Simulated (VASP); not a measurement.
Wanted: the native input for a VASP 6.6.1 run.

```yaml
Task: relaxation of cell and atoms
Functional: PBE
Potentials_or_basis: VASP PAW PBE potentials, release 64 (Rh_pv)
Cutoff: 600 eV
k_mesh: 18 × 18 × 18
Occupations: gaussian, width 0.1 eV
Spin: no spin polarisation
Dipole_correction: no
Further_INCAR_settings: ALGO = Normal; EDIFF = 1e-07; IBRION = 2; EDIFFG = -0.005; NSW = 100; ISIF = 3
```

The structure of Rh lies in POSCAR:

```
Rh
1.0
    0.0000000000      1.9055927546      1.9055927546
    1.9055927546      0.0000000000      1.9055927546
    1.9055927546      1.9055927546      0.0000000000
Rh
1
Direct
    0.0000000000      0.0000000000      0.0000000000
```

These files were run (other wordings do the same):

INCAR

```
SYSTEM = Rh
  ALGO = Normal
  EDIFF = 1E-7
  EDIFFG = -0.005
  ENCUT = 600
  GGA = PE
  IBRION = 2
  ISIF = 3
  ISMEAR = 0
  LASPH = .TRUE.
  LCHARG = .FALSE.
  LREAL = .FALSE.
  LWAVE = .FALSE.
  NELM = 80
  NSW = 100
  PREC = Accurate
  SIGMA = 0.1
```

KPOINTS

```
k-points
0
G
  18 18 18
  0 0 0
```

Potentials or basis: VASP PAW PBE potentials, release 64 (Rh_pv).

Run with:

```bash
$ cat potpaw_PBE.64/Rh_pv/POTCAR > POTCAR
$ mpirun -np 1 vasp_std > vasp.out
```

It gave:

| Item | Value |
| --- | --- |
| Relaxed volume | 14.04 Å³/atom |
| Relaxed cell | a = 2.708 Å, b = 2.708 Å, c = 2.708 Å, α = 60.00°, β = 60.00°, γ = 60.00° |
| Space group after relaxing (to 0.05 Å) | Fm-3m (No. 225) |
| Energy gained by relaxing | 2.3 meV/atom |
| Ionic steps | 3 |
| Pressure after relaxing | 0.0 GPa |

It took 37 s on 1 thread of Intel(R) Xeon(R) Platinum 8488C (Sapphire Rapids), with other jobs on the host, peak memory 0.17 GiB.
